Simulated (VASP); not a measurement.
Wanted: the native input for a VASP 6.6.1 run.

```yaml
Task: single point
Functional: r2SCAN
Potentials_or_basis: VASP PAW PBE potentials, release 64 (Tl_d, Br)
Cutoff: 550 eV
k_mesh: 8 × 8 × 8
Occupations: gaussian, width 0.02 eV
Spin: no spin polarisation
Dipole_correction: no
Further_INCAR_settings: ALGO = Normal; EDIFF = 1e-06; NBANDS = 17
```

The system is TlBr.

```
Tl Br
1.0
     3.99620    0.00000    0.00000
     0.00000    3.99620    0.00000
     0.00000    0.00000    3.99620
Tl Br
1 1
Direct
  0.00000 0.00000 0.00000
  0.50000 0.50000 0.50000
```

These files were run (other wordings do the same):

POSCAR

```
TlBr
1.0
    3.9961990843      0.0000000000      0.0000000000
    0.0000000000      3.9961990843      0.0000000000
    0.0000000000      0.0000000000      3.9961990843
Tl Br
1 1
Direct
    0.0000000000      0.0000000000      0.0000000000
    0.5000000000      0.5000000000      0.5000000000
```

INCAR.step1

```
SYSTEM = TlBr
  PREC = Accurate
  ENCUT = 550
  ISMEAR = 0
  SIGMA = 0.02
  LREAL = .False.
  LASPH = .True.
  NELM = 120
  NBANDS = 17
  GGA = PE
  ALGO = Normal
  EDIFF = 1E-5
  LWAVE = .True.
  LCHARG = .False.
  GGA_COMPAT = .False.
```

INCAR.step2

```
SYSTEM = TlBr
  PREC = Accurate
  ENCUT = 550
  EDIFF = 1E-6
  ISMEAR = 0
  SIGMA = 0.02
  LREAL = .False.
  LASPH = .True.
  NELM = 120
  ALGO = Normal
  ISIF = 2
  LWAVE = .False.
  LCHARG = .True.
  METAGGA = R2SCAN
  LMIXTAU = .True.
  LELF = .True.
  LVHAR = .True.
  NBANDS = 17
  ISTART = 1
  GGA_COMPAT = .False.
```

KPOINTS

```
Automatic mesh
0
Gamma
  8 8 8
  0 0 0
```

Potentials or basis: VASP PAW PBE potentials, release 64 (Tl_d, Br).

Command:

```sh
$ cat potpaw_PBE.64/Tl_d/POTCAR potpaw_PBE.64/Br/POTCAR > POTCAR
$ cp INCAR.step1 INCAR
$ mpirun -np 1 vasp_std > vasp.out
$ cp INCAR.step2 INCAR
$ mpirun -np 1 vasp_std > vasp.out
```

Results of the run:

| Item | Value |
| --- | --- |
| Pressure | 0.0 GPa |
| Band gap on the k mesh | 2.33 eV, direct |

Caveat: the PAW data sets were made with another functional, which shifts forces and pressure a little; spin-orbit coupling is left out, which moves the levels of the heavy elements.

Run time: 71 s on 1 thread of Intel(R) Xeon(R) Platinum 8488C (Sapphire Rapids), on a shared host, peak memory 0.21 GiB.
